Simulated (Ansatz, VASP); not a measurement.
# Mg in VASP and in Ansatz

Contents of POSCAR:

```
Mg
1.0
    2.8688001604      0.0000000000      0.0000000000
    0.0000000000      2.8688001604      0.0000000000
    0.0000000000      0.0000000000      2.8688001604
Mg
1
Direct
    0.0000000000      0.0000000000      0.0000000000
```

INCAR.step1

```
SYSTEM = Mg
PREC = Accurate
ENCUT = 520
ISMEAR = -1
SIGMA = 0.1
LREAL = .FALSE.
LASPH = .TRUE.
NELM = 80
NBANDS = 7
GGA = PE
ALGO = Normal
EDIFF = 1E-4
LWAVE = .TRUE.
LCHARG = .FALSE.
```

The input INCAR.step2:

```
SYSTEM = Mg
PREC = Accurate
ENCUT = 520
EDIFF = 1E-7
ISMEAR = -1
SIGMA = 0.1
LREAL = .FALSE.
LASPH = .TRUE.
NELM = 80
ALGO = Normal
ISIF = 2
LWAVE = .FALSE.
LCHARG = .FALSE.
METAGGA = R2SCAN
LMIXTAU = .TRUE.
NBANDS = 7
ISTART = 1
```

The input KPOINTS:

```
regular mesh
0
G
  12 12 12
  0 0 0
```

Input for Ansatz:

```yaml
crystal:
  lattice:
    - [2.8688001604, 0.0, 0.0]
    - [0.0, 2.8688001604, 0.0]
    - [0.0, 0.0, 2.8688001604]
  atoms:
    - { symbol: Mg, position: [0.0, 0.0, 0.0] }
hamiltonian:
  xc: r2scan
  pseudopotentials:
    kind: paw
    azcp:
      Mg: "pseudopotentials/Mg.paw.azcp"
basis:
  ecutwfc: 500
  fft_grid_basis: typed
kpoints:
  mp_grid: { grid: [12, 12, 12], shift: [0, 0, 0] }
magnetization:
  spin_polarized: false
scf:
  occupations: { method: fermi_dirac, width: 0.1 }
  lower_state_search: "off"
output:
  stress: true
```

Alike in both runs: task single point; functional r2SCAN; k mesh 12 × 12 × 12; occupations fermi-dirac, width 0.1 eV; no spin polarisation.

|  | VASP | Ansatz |
| --- | --- | --- |
| version | VASP 6.6.1 | Ansatz 0.2.0 |
| potentials or method | VASP PAW PBE potentials, release 64 (Mg), cutoff 520 eV | plane waves (500 eV) with PAW, scalar-relativistic |
| valence electrons in the cell | 2 | 10 |

```csv
,VASP,Ansatz,Ansatz less VASP
pressure (GPa),3.9,4.1,+0.19
```

VASP's potentials were made for PBE, not for r2SCAN. VASP's potentials hold 2 valence electrons a cell and Ansatz's 10, so a difference there can come from the potentials and not from the codes.
